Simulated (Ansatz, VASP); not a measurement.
Two plane-wave programs on BiTe

```xyz
2
Lattice="0.0000 3.2380 3.2380 3.2380 0.0000 3.2380 3.2380 3.2380 0.0000" Properties=species:S:1:pos:R:3 pbc="T T T"
Bi    3.2380    3.2380    3.2380
Te    0.0000    0.0000    0.0000
```

Alike in both runs: task single point; functional BLYP; dispersion D3(BJ); k mesh 6 × 6 × 6; occupations gaussian, width 0.05 eV; no spin polarisation.

|  | VASP | Ansatz |
| --- | --- | --- |
| version | VASP 6.6.1 | Ansatz 0.2.0 |
| potentials or method | VASP PAW PBE potentials, release 64 (Bi_d, Te), cutoff 520 eV | scalar-relativistic, plane waves, PAW |
| valence electrons in the cell | 21 | 31 |

Ansatz gave:

```
gap on the k mesh at the Fermi level (eV) : none
pressure (GPa)                            : -0.9
```

Task: Which values does VASP return?

Result: gap on the k mesh at the Fermi level (eV): none; pressure (GPa): -0.8.

VASP's potentials were made for PBE, not for BLYP. A gap of «none» marks a metal or a gap that the smearing closes. VASP's potentials hold 21 valence electrons a cell and Ansatz's 31, so a difference there can come from the potentials and not from the codes.

Spin-orbit coupling is off throughout.
